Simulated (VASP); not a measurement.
Sb, 1 atom in the cell. The structure is cubic, space group Fm-3m (No. 225). The conventional cell has a = 4.610 Å, b = 4.610 Å, c = 4.610 Å, α = 90.00°, β = 90.00°, γ = 90.00°. Sb (site symmetry m-3m) has 12 Sb at 3.26 Å within 4.3 Å. 

| Item | Value |
| --- | --- |
| Program | VASP 6.6.1 |
| Task | single point |
| Functional | PBEsol |
| Potentials or basis | VASP PAW PBE potentials, release 64 (Sb) |
| Cutoff | 520 eV |
| k mesh | 8 × 8 × 8 |
| Occupations | fermi-dirac, width 0.1 eV |
| Spin | no spin polarisation |
| Dipole correction | no |
| Further INCAR settings | ALGO = Normal; EDIFF = 1e-06; NBANDS = 8 |

Potentials or basis: VASP PAW PBE potentials, release 64 (Sb).

Launch:

```sh
$ cat potpaw_PBE.64/Sb/POTCAR > POTCAR
$ mpirun -np 1 vasp_std > vasp.out
```

Hardware: 1 thread of Intel Xeon 8259CL, on a shared host.

Estimate the wall time of this run.

Wall time 5.3 s on 1 thread of Intel Xeon 8259CL, on a shared host, peak memory 0.14 GiB. Counts: scf iterations 9, k points 29.
